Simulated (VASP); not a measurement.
# CaO (Cmcm) in VASP: notebook, part 2 of 5

VASP 6.6.1.

### 3 Single point, PBE

This run uses another cell than the first one, of the same volume but with other edges.

INCAR

```
SYSTEM = CaO
PREC = Accurate ; ENCUT = 520
EDIFF = 1E-7 ; ISMEAR = 0
SIGMA = 0.05 ; LREAL = .FALSE.
LASPH = .TRUE. ; NELM = 100
ALGO = Normal ; ISIF = 2
LWAVE = .FALSE. ; LCHARG = .TRUE.
GGA = PE ; LELF = .TRUE.
LVHAR = .TRUE. ; NBANDS = 24
```

KPOINTS

```
Automatic mesh
0
G
  9 9 6
  0 0 0
```

POSCAR

```
CaO
1.0
    4.3783100914      0.0000000000      0.0000000000
   -2.1891550457      3.2832970593      0.0000000000
    0.0000000000      0.0000000000      4.6154481346
Ca O
2 2
Direct
    0.3333333333      0.6666666667      0.7500000000
    0.6666666667      0.3333333333      0.2500000000
    0.3333333333      0.6666666667      0.2500000000
    0.6666666667      0.3333333333      0.7500000000
```

Potentials or basis: VASP PAW PBE potentials, release 64 (Ca_sv, O).

On the command line:

```console
cat potpaw_PBE.64/Ca_sv/POTCAR potpaw_PBE.64/O/POTCAR > POTCAR
mpirun -np 1 vasp_std > vasp.out
```

OUTCAR:

```text
SYSTEM = CaO
   PREC = Accurate
   ENCUT = 520
   EDIFF = 1E-7
   ISMEAR = 0
   LREAL = .FALSE.
   LASPH = .TRUE.
   NELM = 100
   ISIF = 2
   GGA = PE

 ion  position               nearest neighbor table
   1  0.333  0.667  0.750-   4 2.19   3 2.31   3 2.31   4 2.45   4 2.45
   2  0.667  0.333  0.250-   3 2.19   4 2.31   4 2.31   3 2.45   3 2.45
   3  0.333  0.667  0.250-   2 2.19   1 2.31   1 2.31   2 2.45   2 2.45
   4  0.667  0.333  0.750-   1 2.19   2 2.31   2 2.31   1 2.45   1 2.45

  Warning from LATTYP: Monoclinic adjustment (A1->A3, A2->A1, A3->A2)!
  LATTYP: Found a base centered orthorhombic cell.
 ALAT       =     4.3783100914
 B/A-ratio  =     1.4998010606
 C/A-ratio  =     1.0541620027

  Lattice vectors:

 A1 = (   2.1891550457,  -3.2832970593,   0.0000000000)
 A2 = (   2.1891550457,   3.2832970593,   0.0000000000)
 A3 = (   0.0000000000,   0.0000000000,   4.6154481346)

Analysis of symmetry for initial positions (statically):
=====================================================================
 Subroutine PRICEL returns:
 Original cell was already a primitive cell.

 Routine SETGRP: Setting up the symmetry group for a
 base centered orthorhombic supercell.

 Subroutine GETGRP returns: Found  8 space group operations
 (whereof  4 operations were pure point group operations)
 out of a pool of  8 trial point group operations.

The static configuration has the point symmetry C_2h.
 The point group associated with its full space group is D_2h.

Analysis of symmetry for dynamics (positions and initial velocities):
=====================================================================
 Subroutine PRICEL returns:
 Original cell was already a primitive cell.

 Routine SETGRP: Setting up the symmetry group for a
 base centered orthorhombic supercell.

 Subroutine GETGRP returns: Found  8 space group operations
 (whereof  4 operations were pure point group operations)
 out of a pool of  8 trial point group operations.

The dynamic configuration has the point symmetry C_2h.
 The point group associated with its full space group is D_2h.

 Subroutine INISYM returns: Found  8 space group operations
 (whereof  4 operations are pure point group operations),
 and found     1 'primitive' translations

----------------------------------------------------------------------------------------

                                     Primitive cell

  volume of cell :      66.3484

  direct lattice vectors                    reciprocal lattice vectors
     4.378310091  0.000000000  0.000000000     0.228398624  0.152285946  0.000000000
    -2.189155046  3.283297059  0.000000000     0.000000000  0.304571893  0.000000000
     0.000000000  0.000000000  4.615448135     0.000000000  0.000000000  0.216663685

  length of vectors
     4.378310091  3.946193025  4.615448135     0.274512187  0.304571893  0.216663685

  position of ions in fractional coordinates (direct lattice)
     0.333333333  0.666666667  0.750000000
     0.666666667  0.333333333  0.250000000
     0.333333333  0.666666667  0.250000000
     0.666666667  0.333333333  0.750000000

  ion indices of the primitive-cell ions
   primitive index   ion index
                 1           1
                 2           2
                 3           3
                 4           4

----------------------------------------------------------------------------------------

 KPOINTS: Automatic mesh

Automatic generation of k-mesh.
 Grid dimensions read from file:
 generate k-points for:    9    9    6

 Generating k-lattice:

  Cartesian coordinates                     Fractional coordinates (reciprocal lattice)
     0.025377625  0.016920661  0.000000000     0.111111111 -0.000000000  0.000000000
     0.000000000  0.033841321  0.000000000     0.000000000  0.111111111  0.000000000
     0.000000000  0.000000000  0.036110614     0.000000000  0.000000000  0.166666667

  Length of vectors
     0.030501354  0.033841321  0.036110614

  Shift w.r.t. Gamma in fractional coordinates (k-lattice)
     0.000000000  0.000000000  0.000000000

 Subroutine IBZKPT returns following result:
 ===========================================

 Found    100 irreducible k-points:

 Following reciprocal coordinates:
            Coordinates               Weight
  0.000000  0.000000  0.000000      1.000000
  0.111111  0.000000  0.000000      4.000000
  0.222222  0.000000  0.000000      4.000000
  0.333333  0.000000  0.000000      4.000000
  0.444444  0.000000  0.000000      4.000000
  0.000000  0.111111  0.000000      2.000000
[... 16 lines left out ...]
  0.333333  0.333333  0.000000      2.000000
  0.000000  0.444444  0.000000      2.000000
 [... further k-points ...]
   k-points           NKPTS =    100   k-points in BZ     NKDIM =    100   number of bands    NBANDS=     24
   number of dos      NEDOS =    301   number of ions     NIONS =      4
   total plane-waves  NPLWV =  38880
   dimension x,y,z NGX =    36 NGY =   30 NGZ =   36
   dimension x,y,z NGXF=    72 NGYF=   60 NGZF=   72
   ions per type =               2   2
   NGX,Y,Z   is equivalent  to a cutoff of  13.67, 12.64, 12.97 a.u.
   NGXF,Y,Z  is equivalent  to a cutoff of  27.34, 25.28, 25.93 a.u.
 SYSTEM =  CaO
   PREC   = accura    normal or accurate (medium, high low for compatibility)
   ISTART =      0    job   : 0-new  1-cont  2-samecut
   ICHARG =      2    charge: 1-file 2-atom 10-const
   ISPIN  =      1    spin polarized calculation?
   LNONCOLLINEAR =      F non collinear calculations
   LSORBIT =      F    spin-orbit coupling
   LASPH  =      T    aspherical Exc in radial PAW
   ENCUT  =  520.0 eV  38.22 Ry    6.18 a.u.   8.14  7.34  8.58*2*pi/ulx,y,z
   NELM   =    100;   NELMIN=  2; NELMDL= -5     # of ELM steps
   EDIFF  = 0.1E-06   stopping-criterion for ELM
   LREAL  =      F    real-space projection
   EDIFFG = 0.1E-05   stopping-criterion for IOM
   NSW    =      0    number of steps for IOM
   IBRION =     -1    ionic relax: 0-MD 1-quasi-New 2-CG
   NFREE  =      0    steps in history (QN), initial steepest desc. (CG)
   ISIF   =      2    stress and relaxation
   ISYM   =      2    0-nonsym 1-usesym 2-fastsym
   POTIM  = 0.5000    time-step for ionic-motion
   TEBEG  =    0.0;   TEEND  =   0.0 temperature during run
   PSTRESS=    0.0 pullay stress
   NELECT =      32.0000    total number of electrons
   NUPDOWN=      -1.0000    fix difference up-down
   EMIN   =  10.00;   EMAX   =-10.00  energy-range for DOS
   EFERMI =   0.00;   METHOD = LEGACY
   ISMEAR =     0;   SIGMA  =   0.05  broadening in eV -4-tet -1-fermi 0-gaus
   EFERMI_NEDOS =   21; number of points for ismear=-14 and -15
   IALGO  =     38    algorithm
   IMIX   =      4    mixing-type and parameters
     AMIX     =   0.40;   BMIX     =  1.00
     AMIX_MAG =   1.60;   BMIX_MAG =  1.00
  volume/ion in A,a.u.               =      16.59       111.94
  Fermi-wavevector in a.u.,A,eV,Ry     =   1.283851  2.426127 22.426122  1.648273
  Thomas-Fermi vector in A             =   2.416079
   LORBIT       =      0    0 simple, 1 ext, 2 COOP (PROOUT), +10 PAW based schemes
   GGA     = PE    functional components
   LHFCALC =     F    Hartree Fock is set to
   AEXX    =    0.0000 exact exchange contribution
   IVDW    =     0    specifies the selected vdW correction
   LEPSILON=     F    determine dielectric tensor
   LRPA    =     F    only Hartree local field effects (RPA)
 non-spin polarized calculation
 Gauss-broadening in eV      SIGMA  =   0.05
  energy-cutoff  :      520.00
  volume of cell :       66.35
 maximum number of plane-waves:      1806
 NGX is ok and might be reduce to    36

 number of electron      32.0000016 magnetization

 Free energy of the ion-electron system (eV)
  ---------------------------------------------------
  ext. energy  EPLUGINS =         0.00000000
  ---------------------------------------------------
  free energy    TOTEN  =       -25.11434660 eV

  energy without entropy =      -25.11434660  energy(sigma->0) =      -25.11434660

 E-fermi :   1.6425     XC(G=0):  -9.3503

 val. band max:        1.3905075411   @ k =   0.0000   0.0000   0.0000
 cond. band min:       4.3701839017   @ k =   0.0000   0.0000   0.0000
 fundamental gap:      2.9796763606
 Fermi energy:         1.6425061659

 k-point     1 :       0.0000    0.0000    0.0000
  band No.  band energies     occupation
      1     -36.3190      2.00000
      2     -36.1711      2.00000
      3     -17.6471      2.00000
      4     -17.5309      2.00000
      5     -17.4261      2.00000
      6     -17.2732      2.00000
[... 637 lines left out ...]
     23       9.9351      0.00000
     24       9.9938      0.00000

 [... further k-points ...]
[... 5 lines left out ...]
  --------------------------------------------------------------------------------------
  -------------------------------------------------------------------------------------
  Total       -2.1652137      2.6174170      3.3421503      0.0000000      0.0000000      0.0000000
  in kB      -52.2854415     63.2052186     80.7060299      0.0000000      0.0000000      0.0000000
  external PRESSURE =      30.5419357 kB  Pullay stress =       0.0000000 kB

 VOLUME and BASIS-vectors are now :
 -----------------------------------------------------------------------------
  energy-cutoff  :      520.00
  volume of cell :       66.35
      direct lattice vectors                 reciprocal lattice vectors
     4.378310091  0.000000000  0.000000000     0.228398624  0.152285946  0.000000000
    -2.189155046  3.283297059  0.000000000     0.000000000  0.304571893  0.000000000
     0.000000000  0.000000000  4.615448135     0.000000000  0.000000000  0.216663685

 POSITION                                       TOTAL-FORCE (eV/Angst)
 -----------------------------------------------------------------------------------
     -0.00000      2.18886      3.46159         0.000000     -0.985569      0.000000
      2.18916      1.09443      1.15386         0.000000      0.985569      0.000000
     -0.00000      2.18886      1.15386         0.000000     -0.728747      0.000000
      2.18916      1.09443      3.46159         0.000000      0.728747     -0.000000
 -----------------------------------------------------------------------------------
    total drift:                                0.000000     -0.000000      0.000000

  FREE ENERGIE OF THE ION-ELECTRON SYSTEM (eV)
  ---------------------------------------------------
  free  energy   TOTEN  =       -25.1143466026 eV

  energy  without entropy=      -25.1143466026  energy(sigma->0) =      -25.11434660
```

stdout:

```text
POSCAR found type information on POSCAR CaO
 POSCAR found :  2 types and       4 ions
 scaLAPACK will be used
 LDA part: xc-table for (Slater+PW92), standard interpolation
 POSCAR, INCAR and KPOINTS ok, starting setup
 FFT: planning ... GRIDC
 FFT: planning ... GRID_SOFT
 FFT: planning ... GRID
 WAVECAR not read
 entering main loop
```

It took 88 s on 1 thread of Intel Xeon 6975P-C (Granite Rapids), shared host; peak memory 0.28 GiB.

What came out:

| Property | Result |
| --- | --- |
| Free energy | -25.1143 eV |
| Pressure | 3.1 GPa |
| Largest force | 0.986 eV/Å |
| Band gap on the k mesh | 2.98 eV, direct |

Forces on the atoms (eV/Å):
```
Ca   0.000 -0.986  0.000
Ca   0.000  0.986  0.000
O    0.000 -0.729  0.000
O    0.000  0.729  0.000
```

Stress tensor (GPa, compression positive):
```
-5.23  0.00  0.00
 0.00  6.32  0.00
 0.00  0.00  8.07
```

Levels at points of the mesh, in eV from the valence-band top:
| k point | band 14 | band 15 | band 16 | band 17 | band 18 | band 19 |
| --- | --- | --- | --- | --- | --- | --- |
| (0.00, 0.00, 0.00) | -1.05 | -0.96 | 0.00 | 2.98 | 5.98 | 6.00 |
| (0.00, 0.00, 0.50) | -1.47 | -1.24 | -1.24 | 4.74 | 4.74 | 7.61 |

Caveat: the cell differs from its parent crystal (strain +e along x and -e along y +0.0733, strain +e along z and -e/2 along x and y -0.0400). A k mesh can miss the band edges.

[end of part 2 of 5]
